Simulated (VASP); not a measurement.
BN: single point with PBEsol

BN:

```
B N
1.0
    -2.54101    0.00000    0.00000
    -1.27051   -2.20058    0.00000
    -0.63538   -0.36684   12.60989
B N
6 6
Cartesian
  -2.5410 -1.4671 2.8882
  -2.5410 -1.4671 7.0915
  -2.5410 -1.4671 11.2948
  -1.2705 -0.7335 0.7866
  -1.2705 -0.7335 4.9899
  -1.2705 -0.7335 9.1932
  -2.5410 -1.4671 1.3142
  -2.5410 -1.4671 5.5175
  -2.5410 -1.4671 9.7208
  -1.2705 -0.7335 11.8225
  -1.2705 -0.7335 3.4159
  -1.2705 -0.7335 7.6192
```

```
Program                : VASP 6.6.1
Task                   : single point
Functional             : PBEsol
Potentials or basis    : VASP PAW PBE potentials, release 64 (B, N)
Cutoff                 : 600 eV
k mesh                 : 10 × 10 × 2
Occupations            : gaussian, width 0.05 eV
Spin                   : no spin polarisation
Dipole correction      : no
Further INCAR settings : ALGO = Normal; EDIFF = 1e-06; NBANDS = 36
```

```yaml
Pressure: 0.0 GPa
Largest_force: 2.950 eV/Å
Band_gap_on_the_k_mesh: 3.64 eV (least direct gap 5.60 eV)
```

Forces in eV/Å, atoms in the order of the input:
```
B    0.057  0.033  0.170
B   -0.001 -0.001  0.099
B   -0.398 -0.230  0.009
B    2.550  1.472  0.168
B   -0.004 -0.002  0.101
B   -0.021 -0.012  0.118
N   -0.083 -0.048  0.118
N    0.001  0.000 -0.100
N   -0.120 -0.069 -0.245
N   -1.973 -1.139 -0.245
N   -0.005 -0.003 -0.089
N   -0.003 -0.001 -0.105
```

Stress tensor (GPa, compression positive):
```
-4.14 -4.15 10.34
-4.15  0.65  5.97
10.34  5.97  3.58
```

Levels at points of the mesh, in eV from the valence-band top:
| k point | band 20 | band 21 | band 22 | band 23 | band 24 | band 25 | band 26 | band 27 | band 28 | band 29 |
| --- | --- | --- | --- | --- | --- | --- | --- | --- | --- | --- |
| (0.00, 0.00, 0.00) | -0.64 | -0.57 | -0.26 | -0.04 | 0.00 | 7.01 | 8.01 | 8.34 | 8.50 | 8.80 |
| (0.50, 0.00, 0.00) | -3.77 | -3.47 | -2.98 | -2.61 | -2.23 | 5.15 | 6.39 | 6.53 | 6.65 | 6.80 |
| (0.50, 0.50, 0.00) | -3.67 | -3.23 | -3.11 | -2.23 | -1.97 | 3.64 | 6.38 | 6.46 | 6.63 | 7.00 |
| (0.00, 0.00, 0.50) | -0.89 | -0.50 | -0.38 | -0.15 | -0.12 | 7.02 | 8.09 | 8.36 | 8.48 | 8.76 |
| (0.50, 0.00, 0.50) | -3.76 | -3.62 | -3.12 | -2.46 | -2.36 | 5.19 | 6.40 | 6.46 | 6.63 | 7.05 |
| (0.50, 0.50, 0.50) | -3.87 | -3.83 | -2.62 | -2.40 | -2.09 | 3.72 | 6.39 | 6.52 | 6.69 | 6.82 |

Wall time 2.9 min on 1 thread of Intel(R) Xeon(R) Platinum 8259CL CPU @ 2.50GHz (Skylake/Cascade Lake) (shared host), peak memory 0.27 GiB.

Caveat: the PAW data sets were made with another functional, which shifts forces and pressure a little. A k mesh can miss the band edges.
